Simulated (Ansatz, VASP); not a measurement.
## MnSi in VASP and in Ansatz

File POSCAR:

```
MnSi
1.0
    3.0721807200      0.0000000000      0.0000000000
    0.0000000000      3.0721807200      0.0000000000
    0.0000000000      0.0000000000      3.0721807200
Mn Si
1 1
Direct
    0.0000000000      0.0000000000      0.0000000000
    0.5000000000      0.5000000000      0.5000000000
```

INCAR.step1

```
SYSTEM = MnSi
PREC = Accurate
ENCUT = 600
EDIFF = 1E-5
ISMEAR = -1
SIGMA = 0.05
LREAL = .FALSE.
LASPH = .TRUE.
NELM = 150
ALGO = Normal
LWAVE = .TRUE.
LCHARG = .FALSE.
ISPIN = 2
MAGMOM = 4 0
LORBIT = 11
LMAXMIX = 4
GGA = PE
NBANDS = 20
KPAR = 4
```

The input INCAR.step2:

```
SYSTEM = MnSi
PREC = Accurate
ENCUT = 600
EDIFF = 1E-6
ISMEAR = -1
SIGMA = 0.05
LREAL = .FALSE.
LASPH = .TRUE.
NELM = 150
ALGO = Normal
ISIF = 3
LWAVE = .FALSE.
LCHARG = .FALSE.
ISPIN = 2
MAGMOM = 4 0
LORBIT = 11
LMAXMIX = 4
GGA = PE
LHFCALC = .TRUE.
AEXX = 0.25
HFSCREEN = 0.3
PRECFOCK = Normal
IBRION = 2
NSW = 60
EDIFFG = -0.01
ISTART = 1
KPAR = 4
```

The input KPOINTS:

```
regular mesh
0
G
  5 5 5
  0 0 0
```

input.yaml

```yaml
crystal:
  lattice:
    - [3.07218072, 0.0, 0.0]
    - [0.0, 3.07218072, 0.0]
    - [0.0, 0.0, 3.07218072]
  atoms:
    - { symbol: Mn, position: [0.0, 0.0, 0.0], spin: 4.0 }
    - { symbol: Si, position: [0.5, 0.5, 0.5] }
hamiltonian:
  xc: { exchange: pbe, correlation: pbe, exx: { coeff: 0.25, omega: 0.3 } }
  pseudopotentials: { kind: paw }
magnetization:
  spin_polarized: true
kpoints:
  mp_grid: { grid: [5, 5, 5] }
scf:
  occupations: { method: fermi_dirac, width: 0.05 }
output:
  forces: true
  stress: true
  eigenvalues: true
relax:
  f_tol: 0.01
  max_steps: 40
  cell: { stress_tol: 0.05 }
```

Alike in both runs: task relaxation of cell and atoms; functional PBE-based screened hybrid; k mesh 5 × 5 × 5; occupations fermi-dirac, width 0.05 eV; collinear spin.

|  | VASP | Ansatz |
| --- | --- | --- |
| version | VASP 6.6.1 | Ansatz 0.2.0 |
| potentials or method | VASP PAW PBE potentials, release 64 (Mn_pv, Si) | Ansatz PAW |
| plane-wave cutoff (eV) | 600 | 420 |
| valence electrons in the cell | 17 | 19 |

Ansatz gave:

- gap on the k mesh at the Fermi level, each at its own relaxed structure (eV): none
- net moment per atom (μB): 1.94
- size of the moment on the site where the two differ most (μB): 0.14
- relaxed volume (Å³/atom): 15.19
- relaxed cell length with the largest relative difference (Å): 3.120

Task: Estimate VASP's values.

Result: gap on the k mesh at the Fermi level, each at its own relaxed structure (eV): none; net moment per atom (μB): 1.94; size of the moment on the site where the two differ most (μB): 0.09; relaxed volume (Å³/atom): 15.19; relaxed cell length with the largest relative difference (Å): 3.121.

VASP's potentials were made for PBE, not for PBE-based screened hybrid. Site moments also hang on the region over which each program counts them. A gap of «none» marks a metal or a gap that the smearing closes. VASP's potentials hold 17 valence electrons a cell and Ansatz's 19, so a difference there can come from the potentials and not from the codes.

The k mesh is coarse, so the values compare programs but aren't converged. Noted on Ansatz's run: the magnetic or orbital state may not be the lowest; the plane-wave basis is chosen anew once the cell has moved, so the energies of steps on either side of that aren't comparable.
